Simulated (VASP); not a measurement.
# Ge (Fd-3m) in VASP: single point with PBE

Aim: the single point of Ge with PBE.

Everything below comes from runs of VASP 6.6.1. Logs are shortened: lines on timing, memory, paths and dates and some standing lists are left out, and cuts for length are marked.

## (1) The cell of the first run

It takes space group Fd-3m (No. 227, cubic). Conventional cell: a = 5.760 Å, b = 5.760 Å, c = 5.760 Å, α = 90.00°, β = 90.00°, γ = 90.00°. Ge (site symmetry -43m) has 4 Ge at 2.49 Å within 3.3 Å.

## (2) Single point, PBE, non-collinear spin, zero start, spin-orbit coupling

INCAR

```
SYSTEM = Ge
  ALGO = Normal
  EDIFF = 1E-6
  ENCUT = 520
  GGA = PE
  GGA_COMPAT = .False.
  ISIF = 2
  ISMEAR = 0
  LASPH = .True.
  LCHARG = .False.
  LNONCOLLINEAR = .True.
  LORBIT = 11
  LORBMOM = .True.
  LREAL = .False.
  LSORBIT = .True.
  LWAVE = .False.
  MAGMOM = 0 0 0 0 0 0
  NBANDS = 40
  NELM = 150
  PREC = Accurate
  SIGMA = 0.05
```

KPOINTS

```
k-points
0
Gamma
  12 12 12
  0 0 0
```

POSCAR

```
Ge
1.0
    0.0000000000      2.8798382646      2.8798382646
    2.8798382646      0.0000000000      2.8798382646
    2.8798382646      2.8798382646      0.0000000000
Ge
2
Direct
    0.5000000000      0.5000000000      0.5000000000
    0.7500000000      0.7500000000      0.7500000000
```

Potentials or basis: VASP PAW PBE potentials, release 64 (Ge_d).

The run is started by

```sh
> cat potpaw_PBE.64/Ge_d/POTCAR > POTCAR
> mpirun -np 1 vasp_ncl > vasp.out
```

OUTCAR:

```text
SYSTEM = Ge
   EDIFF = 1E-6
   ENCUT = 520
   GGA = PE
   ISIF = 2
   ISMEAR = 0
   LASPH = .True.
   LNONCOLLINEAR = .True.
   LORBIT = 11
   LREAL = .False.
   LSORBIT = .True.
   NELM = 150
   PREC = Accurate

 ion  position               nearest neighbor table
   1  0.500  0.500  0.500-   2 2.49   2 2.49   2 2.49   2 2.49
   2  0.750  0.750  0.750-   1 2.49   1 2.49   1 2.49   1 2.49

  LATTYP: Found a face centered cubic cell.
 ALAT       =     5.7596765292

  Lattice vectors:

 A1 = (   0.0000000000,   2.8798382646,   2.8798382646)
 A2 = (   2.8798382646,   0.0000000000,   2.8798382646)
 A3 = (   2.8798382646,   2.8798382646,   0.0000000000)

Analysis of symmetry for initial positions (statically):
=====================================================================
 Subroutine PRICEL returns:
 Original cell was already a primitive cell.

 Routine SETGRP: Setting up the symmetry group for a
 face centered cubic supercell.

 Subroutine GETGRP returns: Found 48 space group operations
 (whereof 24 operations were pure point group operations)
 out of a pool of 48 trial point group operations.

The static configuration has the point symmetry T_d .
 The point group associated with its full space group is O_h .

Analysis of symmetry for dynamics (positions and initial velocities):
=====================================================================
 Subroutine PRICEL returns:
 Original cell was already a primitive cell.

 Routine SETGRP: Setting up the symmetry group for a
 face centered cubic supercell.

 Subroutine GETGRP returns: Found 48 space group operations
 (whereof 24 operations were pure point group operations)
 out of a pool of 48 trial point group operations.

The dynamic configuration has the point symmetry T_d .
 The point group associated with its full space group is O_h .

Analysis of structural, dynamic, and magnetic symmetry:
=====================================================================
 Subroutine PRICEL returns:
 Original cell was already a primitive cell.

 Routine SETGRP: Setting up the symmetry group for a
 face centered cubic supercell.

 Subroutine GETGRP returns: Found 48 space group operations
 (whereof 24 operations were pure point group operations)
 out of a pool of 48 trial point group operations.

The overall configuration has the point symmetry T_d .
 The point group associated with its full space group is O_h .

 Subroutine INISYM returns: Found 48 space group operations
 (whereof 24 operations are pure point group operations),
 and found     1 'primitive' translations

----------------------------------------------------------------------------------------

                                     Primitive cell

  volume of cell :      47.7677

  direct lattice vectors                    reciprocal lattice vectors
     0.000000000  2.879838265  2.879838265    -0.173620861  0.173620861  0.173620861
     2.879838265  0.000000000  2.879838265     0.173620861 -0.173620861  0.173620861
     2.879838265  2.879838265  0.000000000     0.173620861  0.173620861 -0.173620861

  length of vectors
     4.072706331  4.072706331  4.072706331     0.300720153  0.300720153  0.300720153

  position of ions in fractional coordinates (direct lattice)
     0.500000000  0.500000000  0.500000000
     0.750000000  0.750000000  0.750000000

  ion indices of the primitive-cell ions
   primitive index   ion index
                 1           1
                 2           2

----------------------------------------------------------------------------------------

 KPOINTS: k-points

Automatic generation of k-mesh.
 Grid dimensions read from file:
 generate k-points for:   12   12   12

 Generating k-lattice:

  Cartesian coordinates                     Fractional coordinates (reciprocal lattice)
    -0.014468405  0.014468405  0.014468405     0.083333333  0.000000000  0.000000000
     0.014468405 -0.014468405  0.014468405     0.000000000  0.083333333  0.000000000
     0.014468405  0.014468405 -0.014468405     0.000000000  0.000000000  0.083333333

  Length of vectors
     0.025060013  0.025060013  0.025060013

  Shift w.r.t. Gamma in fractional coordinates (k-lattice)
     0.000000000  0.000000000  0.000000000

 Subroutine IBZKPT returns following result:
 ===========================================

 Found     72 irreducible k-points:

 Following reciprocal coordinates:
            Coordinates               Weight
  0.000000  0.000000  0.000000      1.000000
  0.083333  0.000000  0.000000      8.000000
  0.166667  0.000000  0.000000      8.000000
  0.250000  0.000000  0.000000      8.000000
  0.333333  0.000000  0.000000      8.000000
  0.416667  0.000000  0.000000      8.000000
[... 16 lines left out ...]
  0.500000  0.166667  0.000000     24.000000
 -0.416667  0.166667  0.000000     24.000000
[... 25 lines left out ...]
   ISIF   =      2    stress and relaxation
   ISYM   =      2    0-nonsym 1-usesym 2-fastsym
   POTIM  = 0.5000    time-step for ionic-motion
   TEBEG  =    0.0;   TEEND  =   0.0 temperature during run
   PSTRESS=    0.0 pullay stress
   NELECT =      28.0000    total number of electrons
   NUPDOWN=      -1.0000    fix difference up-down
   EMIN   =  10.00;   EMAX   =-10.00  energy-range for DOS
   EFERMI =   0.00;   METHOD = LEGACY
   ISMEAR =     0;   SIGMA  =   0.05  broadening in eV -4-tet -1-fermi 0-gaus
   EFERMI_NEDOS =   21; number of points for ismear=-14 and -15
   IALGO  =     38    algorithm
   IMIX   =      4    mixing-type and parameters
     AMIX     =   0.40;   BMIX     =  1.00
     AMIX_MAG =   1.60;   BMIX_MAG =  1.00
  volume/ion in A,a.u.               =      23.88       161.18
  Fermi-wavevector in a.u.,A,eV,Ry     =   1.370091  2.589097 25.540167  1.877149
  Thomas-Fermi vector in A             =   2.495908
   LORBIT       =     11    0 simple, 1 ext, 2 COOP (PROOUT), +10 PAW based schemes
   GGA     = PE    functional components
   LHFCALC =     F    Hartree Fock is set to
   AEXX    =    0.0000 exact exchange contribution
   IVDW    =     0    specifies the selected vdW correction
   LEPSILON=     F    determine dielectric tensor
   LRPA    =     F    only Hartree local field effects (RPA)
 Gauss-broadening in eV      SIGMA  =   0.05
  energy-cutoff  :      520.00
  volume of cell :       47.77
 maximum number of plane-waves:      2608
   NGX = 15   NGY = 15   NGZ = 15

 number of electron      27.9999980 magnetization       0.0000000      0.0000000      0.0000000

 number of electron      27.9999980 magnetization      -0.0000000      0.0000000      0.0000000

 number of electron      27.9999980 magnetization       0.0000000     -0.0000000     -0.0000000

 number of electron      27.9999980 magnetization      -0.0000000     -0.0000000     -0.0000000

 Free energy of the ion-electron system (eV)
  ---------------------------------------------------
  ext. energy  EPLUGINS =         0.00000000
  ---------------------------------------------------
  free energy    TOTEN  =        -9.05419555 eV

  energy without entropy =       -9.05410689  energy(sigma->0) =       -9.05415122

 E-fermi :   4.4896     XC(G=0):  -9.6730

 val. band max:        4.4218799892   @ k =   0.0833   0.0000   0.0000
 cond. band min:       4.5108250350   @ k =   0.5000   0.0000   0.0000
 fundamental gap:      0.0889450458
 Fermi energy:         4.4895859766

 k-point     1 :       0.0000    0.0000    0.0000
  band No.  band energies     occupation
      1     -20.5386      1.00000
      2     -20.5386      1.00000
      3     -20.5386      1.00000
      4     -20.5386      1.00000
      5     -20.4831      1.00000
      6     -20.4831      1.00000
[... 1021 lines left out ...]
     39      13.9849      0.00000
     40      13.9849      0.00000

 [... further k-points ...]
[... 5 lines left out ...]
  --------------------------------------------------------------------------------------
  -------------------------------------------------------------------------------------
  Total        0.0014999      0.0014999      0.0014999      0.0000000      0.0000000      0.0000000
  in kB        0.0503091      0.0503091      0.0503091      0.0000000      0.0000000      0.0000000
  external PRESSURE =       0.0503091 kB  Pullay stress =       0.0000000 kB

 VOLUME and BASIS-vectors are now :
 -----------------------------------------------------------------------------
  energy-cutoff  :      520.00
  volume of cell :       47.77
      direct lattice vectors                 reciprocal lattice vectors
     0.000000000  2.879838265  2.879838265    -0.173620861  0.173620861  0.173620861
     2.879838265  0.000000000  2.879838265     0.173620861 -0.173620861  0.173620861
     2.879838265  2.879838265  0.000000000     0.173620861  0.173620861 -0.173620861

 POSITION                                       TOTAL-FORCE (eV/Angst)
 -----------------------------------------------------------------------------------
      2.87984      2.87984      2.87984         0.000000     -0.000000     -0.000000
      4.31976      4.31976      4.31976        -0.000000      0.000000      0.000000
 -----------------------------------------------------------------------------------
    total drift:                                0.000000      0.000000      0.000000

  FREE ENERGIE OF THE ION-ELECTRON SYSTEM (eV)
  ---------------------------------------------------
  free  energy   TOTEN  =        -9.0541955490 eV

  energy  without entropy=       -9.0541068881  energy(sigma->0) =       -9.05415122

 orbital moment (x)

 # of ion     p       d       tot
 ----------------------------------------
  1        -0.000   0.000  -0.000
  2        -0.000  -0.000  -0.000
 ----------------------------------------
           -0.000  -0.000  -0.000

 orbital moment (y)

 # of ion     p       d       tot
 ----------------------------------------
  1         0.000  -0.000   0.000
  2        -0.000  -0.000  -0.000
 ----------------------------------------
            0.000  -0.000   0.000

 orbital moment (z)

 # of ion     p       d       tot
 ----------------------------------------
  1         0.000   0.000   0.000
  2         0.000   0.000   0.000
 ----------------------------------------
            0.000   0.000   0.000

 Spin-Orbit-Coupling matrix elements

 Ion:    1  E_soc:     -0.0183289
 l=   1
     0.0000000    -0.0021081    -0.0021081
    -0.0021081     0.0000000    -0.0021081
    -0.0021081    -0.0021081     0.0000000
 l=   2
     0.0000000    -0.0001889     0.0000000    -0.0001889    -0.0007577
    -0.0001889     0.0000000    -0.0005683    -0.0001889    -0.0001894
     0.0000000    -0.0005683     0.0000000    -0.0005683     0.0000000
    -0.0001889    -0.0001889    -0.0005683     0.0000000    -0.0001894
    -0.0007577    -0.0001894     0.0000000    -0.0001894     0.0000000
 l=   3
     0.0000000     0.0000000     0.0000000     0.0000000     0.0000000     0.0000000     0.0000000
     0.0000000     0.0000000     0.0000000     0.0000000     0.0000000     0.0000000     0.0000000
     0.0000000     0.0000000     0.0000000     0.0000000     0.0000000     0.0000000     0.0000000
     0.0000000     0.0000000     0.0000000     0.0000000     0.0000000     0.0000000     0.0000000
     0.0000000     0.0000000     0.0000000     0.0000000     0.0000000     0.0000000     0.0000000
     0.0000000     0.0000000     0.0000000     0.0000000     0.0000000     0.0000000     0.0000000
     0.0000000     0.0000000     0.0000000     0.0000000     0.0000000     0.0000000     0.0000000

 Ion:    2  E_soc:     -0.0183289
 l=   1
     0.0000000    -0.0021081    -0.0021081
    -0.0021081     0.0000000    -0.0021081
    -0.0021081    -0.0021081     0.0000000
 l=   2
     0.0000000    -0.0001889     0.0000000    -0.0001889    -0.0007577
    -0.0001889     0.0000000    -0.0005683    -0.0001889    -0.0001894
     0.0000000    -0.0005683     0.0000000    -0.0005683     0.0000000
    -0.0001889    -0.0001889    -0.0005683     0.0000000    -0.0001894
    -0.0007577    -0.0001894     0.0000000    -0.0001894     0.0000000
 l=   3
     0.0000000     0.0000000     0.0000000     0.0000000     0.0000000     0.0000000     0.0000000
     0.0000000     0.0000000     0.0000000     0.0000000     0.0000000     0.0000000     0.0000000
     0.0000000     0.0000000     0.0000000     0.0000000     0.0000000     0.0000000     0.0000000
     0.0000000     0.0000000     0.0000000     0.0000000     0.0000000     0.0000000     0.0000000
     0.0000000     0.0000000     0.0000000     0.0000000     0.0000000     0.0000000     0.0000000
     0.0000000     0.0000000     0.0000000     0.0000000     0.0000000     0.0000000     0.0000000
     0.0000000     0.0000000     0.0000000     0.0000000     0.0000000     0.0000000     0.0000000

 total charge

# of ion       s       p       d       tot
------------------------------------------
    1        1.136   1.209  10.016  12.361
    2        1.136   1.209  10.016  12.361
--------------------------------------------------
tot          2.272   2.419  20.031  24.722

 magnetization (x)

# of ion       s       p       d       tot
------------------------------------------
    1       -0.000  -0.000  -0.000  -0.000
    2        0.000  -0.000  -0.000  -0.000
--------------------------------------------------
tot         -0.000  -0.000  -0.000  -0.000

 magnetization (y)

# of ion       s       p       d       tot
------------------------------------------
    1       -0.000  -0.000  -0.000  -0.000
    2       -0.000   0.000  -0.000  -0.000
--------------------------------------------------
tot         -0.000  -0.000  -0.000  -0.000

 magnetization (z)

# of ion       s       p       d       tot
------------------------------------------
    1       -0.000  -0.000   0.000  -0.000
    2       -0.000   0.000  -0.000   0.000
--------------------------------------------------
tot         -0.000   0.000   0.000  -0.000
```

Wall time 8.8 min (1 thread of AMD EPYC 7R13, shared host); peak memory 0.38 GiB.

What came out:

```yaml
Free_energy: -9.0542 eV
Pressure: 0.0 GPa
Net_moment: 0.00 μB per cell
Valence_electrons_inside_the_program's_atomic_spheres: Ge 12.36
```

Moments on the atoms (μB; x, y, z):
```
Ge  0.00 0.00 0.00
Ge  0.00 0.00 0.00
```
